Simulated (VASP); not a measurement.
A run of VASP 6.6.1:

INCAR

```
PREC = Accurate
ENCUT = 520
EDIFF = 1E-6
ISMEAR = -1
SIGMA = 0.24
LREAL = Auto
LASPH = True
NELM = 80
ALGO = Normal
ISIF = 2
LWAVE = False
LCHARG = False
NBANDS = 86
```

File KPOINTS:

```
Automatic mesh
0
Gamma
  2 2 2
```

Contents of POSCAR:

```
WC
1.0
   -3.0399550000     -5.2653570000      0.0000000000
    4.5599330000     -2.6326780000      0.0000000000
    0.0000000000      0.0000000000      5.9480900000
W C
8 8
Direct
    0.7452960920      0.5194520580     -0.0193339374
    0.7552519869      0.5167470781      0.4727399888
    0.5007347538      0.0218229343     -0.0151981560
    0.5077240168      0.0271403469      0.4878877085
    0.2527268893      0.5232704890     -0.0106084474
    0.2478622984      0.5288214176      0.4787251034
   -0.0029409486      0.0161755992     -0.0300768818
    0.0064462808      0.0170389353      0.4876859631
    0.4981814355      0.6987929748      0.2219199777
    0.4824883727      0.7000197022      0.7439531009
    0.2432676155      0.1718057270      0.2299057344
    0.2838801101      0.2029377976      0.7292088721
    0.0031943507      0.6820737679      0.2318055040
    0.0122735886      0.6633455266      0.7316466294
    0.7425177304      0.1866081118      0.2211970565
    0.7484807155      0.1898378098      0.7286876964
```

Potentials or basis: VASP PAW LDA potentials, release 64 (W_sv, C).

Launch:

```console
$ cat potpaw_LDA.64/W_sv/POTCAR potpaw_LDA.64/C/POTCAR > POTCAR
$ mpirun -np 1 vasp_std > vasp.out
```

Hardware: 1 thread of Intel Xeon 6975P-C, with other jobs on the host.

Task: How long does it take, and how much memory?

Result: Run time: 4 min on 1 thread of Intel Xeon 6975P-C, on a shared host, peak memory 0.29 GiB. Counts: scf iterations 16, k points 8.
